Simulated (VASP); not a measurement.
# C (Fd-3m) in VASP: notebook

The runs below take C through single point, relaxation of cell and atoms, with LDA.

Program: VASP 6.6.1. These are calculated values, not measurements. Logs are shortened: lines on timing, memory, paths and dates and some standing lists are left out, and cuts for length are marked.

### Step 1. The cell of the first run

Symmetry: Fd-3m, No. 227, cubic system. Conventional cell: a = 3.531 Å, b = 3.531 Å, c = 3.531 Å, α = 90.00°, β = 90.00°, γ = 90.00°. Within 2.0 Å of C (site symmetry -43m) lie 4 C at 1.53 Å.

### Step 2. Single point, LDA

Input file INCAR:

```
SYSTEM = C
  ALGO = Normal
  EDIFF = 1E-6
  ENCUT = 600
  GGA_COMPAT = .False.
  ISIF = 2
  ISMEAR = 0
  LASPH = .True.
  LCHARG = .False.
  LREAL = .False.
  LWAVE = .False.
  NBANDS = 11
  NELM = 120
  PREC = Accurate
  SIGMA = 0.02
```

Input file KPOINTS:

```
k-points
0
Gamma
  12 12 12
  0 0 0
```

Input file POSCAR:

```
C
1.0
    0.0000000000      1.7657234630      1.7657234630
    1.7657234630      0.0000000000      1.7657234630
    1.7657234630      1.7657234630      0.0000000000
C
2
Direct
    0.0000000000      0.0000000000      0.0000000000
    0.2500000000      0.2500000000      0.2500000000
```

Potentials or basis: VASP PAW LDA potentials, release 64 (C).

The run is started by

```console
cat potpaw_LDA.64/C/POTCAR > POTCAR
mpirun -np 1 vasp_std > vasp.out
```

OUTCAR:

```text
SYSTEM = C
   EDIFF = 1E-6
   ENCUT = 600
   ISIF = 2
   ISMEAR = 0
   LASPH = .True.
   LREAL = .False.
   NELM = 120
   PREC = Accurate

 ion  position               nearest neighbor table
   1  0.000  0.000  0.000-   2 1.53   2 1.53   2 1.53   2 1.53
   2  0.250  0.250  0.250-   1 1.53   1 1.53   1 1.53   1 1.53

  LATTYP: Found a face centered cubic cell.
 ALAT       =     3.5314469260

  Lattice vectors:

 A1 = (   0.0000000000,   1.7657234630,   1.7657234630)
 A2 = (   1.7657234630,   0.0000000000,   1.7657234630)
 A3 = (   1.7657234630,   1.7657234630,   0.0000000000)

Analysis of symmetry for initial positions (statically):
=====================================================================
 Subroutine PRICEL returns:
 Original cell was already a primitive cell.

 Routine SETGRP: Setting up the symmetry group for a
 face centered cubic supercell.

 Subroutine GETGRP returns: Found 48 space group operations
 (whereof 24 operations were pure point group operations)
 out of a pool of 48 trial point group operations.

The static configuration has the point symmetry T_d .
 The point group associated with its full space group is O_h .

Analysis of symmetry for dynamics (positions and initial velocities):
=====================================================================
 Subroutine PRICEL returns:
 Original cell was already a primitive cell.

 Routine SETGRP: Setting up the symmetry group for a
 face centered cubic supercell.

 Subroutine GETGRP returns: Found 48 space group operations
 (whereof 24 operations were pure point group operations)
 out of a pool of 48 trial point group operations.

The dynamic configuration has the point symmetry T_d .
 The point group associated with its full space group is O_h .

 Subroutine INISYM returns: Found 48 space group operations
 (whereof 24 operations are pure point group operations),
 and found     1 'primitive' translations

----------------------------------------------------------------------------------------

                                     Primitive cell

  volume of cell :      11.0103

  direct lattice vectors                    reciprocal lattice vectors
     0.000000000  1.765723463  1.765723463    -0.283170049  0.283170049  0.283170049
     1.765723463  0.000000000  1.765723463     0.283170049 -0.283170049  0.283170049
     1.765723463  1.765723463  0.000000000     0.283170049  0.283170049 -0.283170049

  length of vectors
     2.497110069  2.497110069  2.497110069     0.490464913  0.490464913  0.490464913

  position of ions in fractional coordinates (direct lattice)
     0.000000000  0.000000000  0.000000000
     0.250000000  0.250000000  0.250000000

  ion indices of the primitive-cell ions
   primitive index   ion index
                 1           1
                 2           2

----------------------------------------------------------------------------------------

 KPOINTS: k-points

Automatic generation of k-mesh.
 Grid dimensions read from file:
 generate k-points for:   12   12   12

 Generating k-lattice:

  Cartesian coordinates                     Fractional coordinates (reciprocal lattice)
    -0.023597504  0.023597504  0.023597504     0.083333333  0.000000000  0.000000000
     0.023597504 -0.023597504  0.023597504     0.000000000  0.083333333  0.000000000
     0.023597504  0.023597504 -0.023597504     0.000000000  0.000000000  0.083333333

  Length of vectors
     0.040872076  0.040872076  0.040872076

  Shift w.r.t. Gamma in fractional coordinates (k-lattice)
     0.000000000  0.000000000  0.000000000

 Subroutine IBZKPT returns following result:
 ===========================================

 Found     72 irreducible k-points:

 Following reciprocal coordinates:
            Coordinates               Weight
  0.000000  0.000000  0.000000      1.000000
  0.083333  0.000000  0.000000      8.000000
  0.166667  0.000000  0.000000      8.000000
  0.250000  0.000000  0.000000      8.000000
  0.333333  0.000000  0.000000      8.000000
  0.416667  0.000000  0.000000      8.000000
[... 16 lines left out ...]
  0.500000  0.166667  0.000000     24.000000
 -0.416667  0.166667  0.000000     24.000000
 [... further k-points ...]
   k-points           NKPTS =     72   k-points in BZ     NKDIM =     72   number of bands    NBANDS=     11
   number of dos      NEDOS =    301   number of ions     NIONS =      2
   total plane-waves  NPLWV =   8000
   dimension x,y,z NGX =    20 NGY =   20 NGZ =   20
   dimension x,y,z NGXF=    40 NGYF=   40 NGZF=   40
   ions per type =               2
   NGX,Y,Z   is equivalent  to a cutoff of  13.32, 13.32, 13.32 a.u.
   NGXF,Y,Z  is equivalent  to a cutoff of  26.63, 26.63, 26.63 a.u.
 SYSTEM =  C
   PREC   = accura    normal or accurate (medium, high low for compatibility)
   ISTART =      0    job   : 0-new  1-cont  2-samecut
   ICHARG =      2    charge: 1-file 2-atom 10-const
   ISPIN  =      1    spin polarized calculation?
   LNONCOLLINEAR =      F non collinear calculations
   LSORBIT =      F    spin-orbit coupling
   LASPH  =      T    aspherical Exc in radial PAW
   ENCUT  =  600.0 eV  44.10 Ry    6.64 a.u.   4.99  4.99  4.99*2*pi/ulx,y,z
   NELM   =    120;   NELMIN=  2; NELMDL= -5     # of ELM steps
   EDIFF  = 0.1E-05   stopping-criterion for ELM
   LREAL  =      F    real-space projection
   EDIFFG = 0.1E-04   stopping-criterion for IOM
   NSW    =      0    number of steps for IOM
   IBRION =     -1    ionic relax: 0-MD 1-quasi-New 2-CG
   NFREE  =      0    steps in history (QN), initial steepest desc. (CG)
   ISIF   =      2    stress and relaxation
   ISYM   =      2    0-nonsym 1-usesym 2-fastsym
   POTIM  = 0.5000    time-step for ionic-motion
   TEBEG  =    0.0;   TEEND  =   0.0 temperature during run
   PSTRESS=    0.0 pullay stress
   NELECT =       8.0000    total number of electrons
   NUPDOWN=      -1.0000    fix difference up-down
   EMIN   =  10.00;   EMAX   =-10.00  energy-range for DOS
   EFERMI =   0.00;   METHOD = LEGACY
   ISMEAR =     0;   SIGMA  =   0.02  broadening in eV -4-tet -1-fermi 0-gaus
   EFERMI_NEDOS =   21; number of points for ismear=-14 and -15
   IALGO  =     38    algorithm
   IMIX   =      4    mixing-type and parameters
     AMIX     =   0.40;   BMIX     =  1.00
     AMIX_MAG =   1.60;   BMIX_MAG =  1.00
  volume/ion in A,a.u.               =       5.51        37.15
  Fermi-wavevector in a.u.,A,eV,Ry     =   1.471766  2.781235 29.471519  2.166096
  Thomas-Fermi vector in A             =   2.586862
   LORBIT       =      0    0 simple, 1 ext, 2 COOP (PROOUT), +10 PAW based schemes
   GGA     = CA    functional components
   LHFCALC =     F    Hartree Fock is set to
   AEXX    =    0.0000 exact exchange contribution
   IVDW    =     0    specifies the selected vdW correction
   LEPSILON=     F    determine dielectric tensor
   LRPA    =     F    only Hartree local field effects (RPA)
 non-spin polarized calculation
 Gauss-broadening in eV      SIGMA  =   0.02
  energy-cutoff  :      600.00
  volume of cell :       11.01
 maximum number of plane-waves:       380
   NGX =  9   NGY =  9   NGZ =  9

 number of electron       7.9999998 magnetization

 Free energy of the ion-electron system (eV)
  ---------------------------------------------------
  ext. energy  EPLUGINS =         0.00000000
  ---------------------------------------------------
  free energy    TOTEN  =       -20.25205694 eV

  energy without entropy =      -20.25205694  energy(sigma->0) =      -20.25205694

 E-fermi :  10.4210     XC(G=0): -13.6444

 val. band max:       10.1633044539   @ k =   0.0000   0.0000   0.0000
 cond. band min:      14.3613472342   @ k =   0.3333   0.3333   0.0000
 fundamental gap:      4.1980427803
 Fermi energy:        10.4209514335

 k-point     1 :       0.0000    0.0000    0.0000
  band No.  band energies     occupation
      1     -11.5561      2.00000
      2      10.1633      2.00000
      3      10.1633      2.00000
      4      10.1633      2.00000
      5      15.7902      0.00000
      6      15.7902      0.00000
      7      15.7902      0.00000
      8      24.4067      0.00000
      9      29.5636      0.00000
     10      37.1311      0.00000
     11      37.1311      0.00000

 k-point     2 :       0.0833    0.0000    0.0000
  band No.  band energies     occupation
      1     -11.3602      2.00000
      2       8.9215      2.00000
      3       9.8307      2.00000
      4       9.8307      2.00000
      5      16.2249      0.00000
      6      16.2249      0.00000
      7      16.5437      0.00000
      8      24.5145      0.00000
      9      29.8753      0.00000
     10      34.8025      0.00000
     11      34.8025      0.00000

 k-point     3 :       0.1667    0.0000    0.0000
  band No.  band energies     occupation
      1     -10.7744      2.00000
      2       6.3606      2.00000
      3       9.1112      2.00000
      4       9.1112      2.00000
      5      17.1641      0.00000
      6      17.1641      0.00000
      7      17.7377      0.00000
      8      24.8189      0.00000
      9      30.5267      0.00000
     10      33.1573      0.00000
     11      33.1573      0.00000
[... 267 lines left out ...]
 k-point    23 :       0.5000    0.1667    0.0000
  band No.  band energies     occupation
      1      -5.6346      2.00000
      2      -2.0611      2.00000
      3       5.1111      2.00000
      4       6.0910      2.00000
      5      17.3144      0.00000
      6      21.0023      0.00000
      7      21.8299      0.00000
      8      24.5787      0.00000
      9      30.3560      0.00000
     10      34.2731      0.00000
     11      37.0070      0.00000

 k-point    24 :      -0.4167    0.1667    0.0000
  band No.  band energies     occupation
      1      -5.1603      2.00000
      2      -2.6235      2.00000
      3       4.6071      2.00000
      4       6.4819      2.00000
      5      17.7607      0.00000
      6      20.5027      0.00000
      7      21.8134      0.00000
      8      25.7640      0.00000
      9      29.6689      0.00000
     10      34.5577      0.00000
     11      34.9821      0.00000

 [... further k-points ...]

------------------------ aborting loop because EDIFF is reached ----------------------------------------

  FORCE on cell =-STRESS in cart. coord.  units (eV):
  Direction    XX          YY          ZZ          XY          YZ          ZX
  --------------------------------------------------------------------------------------
  -------------------------------------------------------------------------------------
  Total        0.0651087      0.0651087      0.0651087      0.0000000      0.0000000      0.0000000
  in kB        9.4743964      9.4743964      9.4743964      0.0000000      0.0000000      0.0000000
  external PRESSURE =       9.4743964 kB  Pullay stress =       0.0000000 kB

 VOLUME and BASIS-vectors are now :
 -----------------------------------------------------------------------------
  energy-cutoff  :      600.00
  volume of cell :       11.01
      direct lattice vectors                 reciprocal lattice vectors
     0.000000000  1.765723463  1.765723463    -0.283170049  0.283170049  0.283170049
     1.765723463  0.000000000  1.765723463     0.283170049 -0.283170049  0.283170049
     1.765723463  1.765723463  0.000000000     0.283170049  0.283170049 -0.283170049

 POSITION                                       TOTAL-FORCE (eV/Angst)
 -----------------------------------------------------------------------------------
      0.00000      0.00000      0.00000        -0.000000     -0.000000     -0.000000
      0.88286      0.88286      0.88286         0.000000      0.000000      0.000000
 -----------------------------------------------------------------------------------
    total drift:                                0.000000      0.000000      0.000000

  FREE ENERGIE OF THE ION-ELECTRON SYSTEM (eV)
  ---------------------------------------------------
  free  energy   TOTEN  =       -20.2520569421 eV

  energy  without entropy=      -20.2520569421  energy(sigma->0) =      -20.25205694
```

Wall time 3.7 s (1 thread of Intel Xeon 6975P-C (Granite Rapids), shared host); peak memory 0.11 GiB.

Results:

- Free energy: -20.2521 eV
- Pressure: 0.9 GPa
- Band gap on the k mesh: 4.20 eV (least direct gap 5.63 eV)

A k mesh can miss the band edges.

### Step 3. Relaxation of cell and atoms, LDA

Input file INCAR:

```
ALGO = Normal
EDIFF = 1E-7
EDIFFG = -0.002
ENCUT = 600
GGA_COMPAT = F
IBRION = 2
ISIF = 3
ISMEAR = 0
LASPH = T
LCHARG = F
LREAL = F
LWAVE = F
NELM = 120
NELMIN = 4
NSW = 100
PREC = Accurate
SIGMA = 0.02
```

Input file KPOINTS:

```
k-points
0
Gamma
  12 12 12
```

Input file POSCAR:

```
C
1.0
    0.0000000000      1.7657957120      1.7657957120
    1.7657957120      0.0000000000      1.7657957120
    1.7657957120      1.7657957120      0.0000000000
C
2
Direct
    0.0000000000      0.0000000000      0.0000000000
    0.2500000000      0.2500000000      0.2500000000
```

Potentials or basis: VASP PAW LDA potentials, release 64 (C).

The run is started by

```console
cat potpaw_LDA.64/C/POTCAR > POTCAR
mpirun -np 1 vasp_std > vasp.out
```

Run time: 4.9 s. Hardware: 1 thread of Intel Xeon 6975P-C (Granite Rapids), shared host; peak memory 0.11 GiB.

It converged, with:

| Item | Value |
| --- | --- |
| Free energy | -20.2521 eV |
| Relaxed volume | 5.52 Å³/atom |
| Relaxed cell | a = 2.499 Å, b = 2.499 Å, c = 2.499 Å, α = 60.00°, β = 60.00°, γ = 60.00° |
| Space group after relaxing (to 0.1 Å) | Fd-3m (No. 227) |
| Energy gained by relaxing | 0.0 meV/atom |
| Ionic steps | 3 |
| Pressure after relaxing | 0.0 GPa |
| Band gap on the k mesh | 4.19 eV (least direct gap 5.62 eV) |

Final structure:
```xyz
2
Lattice="0.0000 1.7669 1.7669 1.7669 0.0000 1.7669 1.7669 1.7669 0.0000" Properties=species:S:1:pos:R:3 pbc="T T T"
C     0.0000    0.0000    0.0000
C     0.8835    0.8835    0.8835
```

Levels at points of the mesh, in eV from the valence-band top:
```csv
k point,band 1,band 2,band 3,band 4,band 5,band 6,band 7,band 8
"(0.00, 0.00, 0.00)",-21.69,0.00,0.00,0.00,5.62,5.62,5.62,14.20
"(0.50, 0.00, 0.00)",-15.69,-13.67,-2.86,-2.86,8.50,8.50,9.40,15.66
"(0.50, 0.50, 0.00)",-12.81,-12.81,-6.46,-6.46,4.77,4.77,17.05,17.05
```

A k mesh can miss the band edges.
